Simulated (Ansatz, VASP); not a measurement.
One calculation of BC5, two programs

The input INCAR:

```
SYSTEM = BC5
ALGO     = Normal         ! electronic algorithm
EDIFF    = 1E-6           ! SCF threshold, eV
ENCUT    = 520            ! plane-wave cutoff, eV
GGA      = PE             ! functional
ISIF     = 2              ! what is computed and relaxed
ISMEAR   = 0              ! smearing method
ISPIN    = 2              ! spin polarisation
LASPH    = .TRUE.         ! aspherical terms in the spheres
LCHARG   = .TRUE.         ! write CHGCAR
LELF     = .TRUE.         ! ELF
LORBIT   = 11             ! projections on sites
LREAL    = .FALSE.        ! projectors in reciprocal space
LVHAR    = .TRUE.       
LWAVE    = .FALSE.        ! write WAVECAR
MAGMOM   = 0 1 1 1 1 1    ! initial moments
NBANDS   = 24             ! bands
NELM     = 150            ! most SCF steps
PREC     = Accurate       ! precision mode
SIGMA    = 0.1            ! smearing width, eV
```

File KPOINTS:

```
k-points
0
G
  6 6 2
  0 0 0
```

Contents of POSCAR:

```
BC5
1.0
    3.0601385491      0.0000000000      0.0000000000
   -1.5300692745      2.6501577226      0.0000000000
    0.0000000000      0.0000000000      7.7851708338
B C
1 5
Direct
    0.0000000000      0.0000000000      0.0000000000
    0.5000000000      0.0000000000      0.5000000000
    0.5000000000      0.5000000000      0.5000000000
    0.0000000000      0.5000000000      0.5000000000
    0.3333333333      0.6666666667      0.0000000000
    0.6666666667      0.3333333333      0.0000000000
```

Input for Ansatz:

```yaml
crystal:
  lattice:
    - [3.0601385491, 0.0, 0.0]
    - [-1.5300692745, 2.6501577226, 0.0]
    - [0.0, 0.0, 7.7851708338]
  atoms:
    - { symbol: B, position: [0.0, 0.0, 0.0] }
    - { symbol: C, position: [0.5, 0.0, 0.5], spin: 1.0 }
    - { symbol: C, position: [0.5, 0.5, 0.5], spin: 1.0 }
    - { symbol: C, position: [0.0, 0.5, 0.5], spin: 1.0 }
    - { symbol: C, position: [0.3333333333, 0.6666666667, 0.0], spin: 1.0 }
    - { symbol: C, position: [0.6666666667, 0.3333333333, 0.0], spin: 1.0 }
basis:
  ecutwfc: 420
kpoints:
  mp_grid: { grid: [6, 6, 2] }
hamiltonian:
  xc: pbe
scf:
  occupations: { method: gaussian, width: 0.1 }
  lower_state_search: "off"
output:
  forces: true
  stress: true
  eigenvalues: true
  populations: true
magnetization:
  spin_polarized: true
```

Change from the starting cell: species swapped into the TbRh5 type (P6/mmm, No. 191).

Alike in both runs: task single point; functional PBE; k mesh 6 × 6 × 2; occupations gaussian, width 0.1 eV; collinear spin.

```csv
,VASP,Ansatz
version,VASP 6.6.1,Ansatz 0.2.0
potentials or method,"VASP PAW PBE potentials, release 64 (B, C), cutoff 520 eV","scalar-relativistic, plane waves, PAW"
valence electrons in the cell,23,23
```

|  | VASP | Ansatz | Ansatz less VASP |
| --- | --- | --- | --- |
| gap on the k mesh at the Fermi level (eV) | none | none | - |
| pressure (GPa) | 0.1 | 0.0 | -0.05 |
| traceless stress, the component that is largest in VASP (GPa) | 0.08 | 0.20 | +0.116 |
| net moment per atom (μB) | 0.00 | 0.00 | -0.001 |

A gap of «none» marks a metal or a gap that the smearing closes. The functional is the same, so the differences come from potentials, cutoffs and numerics. Ansatz's warnings: seeded moment not kept.

The k mesh is coarse, so the values compare programs but aren't converged.
